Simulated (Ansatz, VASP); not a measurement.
One calculation of MgO, two programs

```xyz
2
Lattice="2.5457 0.0000 0.0000 0.0000 2.5457 0.0000 0.0000 0.0000 2.5457" Properties=species:S:1:pos:R:3 pbc="T T T"
Mg    0.0000    0.0000    0.0000
O     1.2729    1.2729    1.2729
```

Alike in both runs: task single point; functional PBE; k mesh 8 × 8 × 8; occupations gaussian, width 0.05 eV; no spin polarisation.

|  | VASP | Ansatz |
| --- | --- | --- |
| version | VASP 6.6.1 | Ansatz 0.2.0 |
| potentials or method | VASP PAW PBE potentials, release 64 (Mg, O), cutoff 600 eV | scalar-relativistic, plane waves, PAW |
| valence electrons in the cell | 8 | 16 |

|  | VASP | Ansatz | Ansatz less VASP |
| --- | --- | --- | --- |
| gap on the k mesh at the Fermi level (eV) | 3.52 | 3.53 | +0.012 |
| least direct gap on the mesh (eV) | 4.65 | 4.65 | +0.009 |
| pressure (GPa) | 22.8 | 23.8 | +1.00 |

The functional is the same, so the differences come from potentials, cutoffs and numerics. VASP's potentials hold 8 valence electrons a cell and Ansatz's 16, so a difference there can come from the potentials and not from the codes.
